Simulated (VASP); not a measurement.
Input of a VASP 6.6.1 run:

File INCAR:

```
PREC = Accurate
ENCUT = 520
EDIFF = 1E-6
ISMEAR = 0
SIGMA = 0.05
LREAL = F
LASPH = T
NELM = 120
ALGO = Normal
ISIF = 2
LWAVE = F
LCHARG = F
GGA = PE
NBANDS = 88
NELECT = 144.0
GGA_COMPAT = F
```

Contents of KPOINTS:

```
regular mesh
0
Gamma
  4 4 4
```

Contents of POSCAR:

```
Ba4Hf4O11
1.0
   -4.2060992453      4.2060992453      4.2060663988
    4.2060992453     -4.2060992453      4.2060663988
    4.2060992453      4.2060992453     -4.2060663988
Ba Hf O
4 4 11
Direct
    0.7480960808      0.7489989363      0.5009029453
    0.2499028044      0.2508075619      0.5009048473
    0.2499026672      0.7489979994     -0.0009047575
    0.7480960808      0.2471931355     -0.0009028555
    0.7659462876      0.7490022033      0.0169440843
    0.2490009431      0.2490011808     -0.0000002377
    0.2320581665      0.7490022216      0.4830558866
    0.7490013894      0.2490011808      0.5000002086
    0.9990055949      0.2490055793      0.7500000157
    0.9990026048      0.7490025599      0.2500000449
    0.4990011068      0.2490010620      0.2500000449
    0.2680933361      0.5047779558      0.2748677415
    0.7299102858      0.9932256370      0.2251322294
    0.7299101851      0.5047779558      0.7366845905
    0.2680933361      0.9932255363      0.7633153220
    0.5123208168      0.9932268492      0.5190939093
    1.0238727926      0.5047792400      0.5190935526
    0.9741330114      0.9932269498     -0.0190939384
    0.4856857770      0.5047792400     -0.0190934629
```

Potentials or basis: VASP PAW PBE potentials, release 64 (Ba_sv, Hf_pv, O).

The run is started by

```sh
$ cat potpaw_PBE.64/Ba_sv/POTCAR potpaw_PBE.64/Hf_pv/POTCAR potpaw_PBE.64/O/POTCAR > POTCAR
$ mpirun -np 1 vasp_std > vasp.out
```

Predict the largest force.

0.066 eV/Å.

Forces on the atoms (eV/Å):
```
Ba  -0.034  0.000  0.034
Ba  -0.034  0.000 -0.034
Ba   0.034  0.000 -0.034
Ba   0.034  0.000  0.034
Hf   0.000  0.040  0.000
Hf   0.000  0.000  0.000
Hf   0.000 -0.040  0.000
Hf   0.000  0.000  0.000
O    0.000  0.000  0.000
O    0.000  0.000  0.000
O    0.000  0.000  0.000
O    0.014 -0.065  0.000
O   -0.014  0.065  0.000
O    0.014  0.065  0.000
O   -0.014 -0.065  0.000
O    0.000 -0.065 -0.014
O    0.000 -0.065  0.013
O    0.000  0.065 -0.014
O    0.000  0.065  0.013
```

Caveat: the cell carries a net charge on a neutralising background, which shifts energy and pressure.
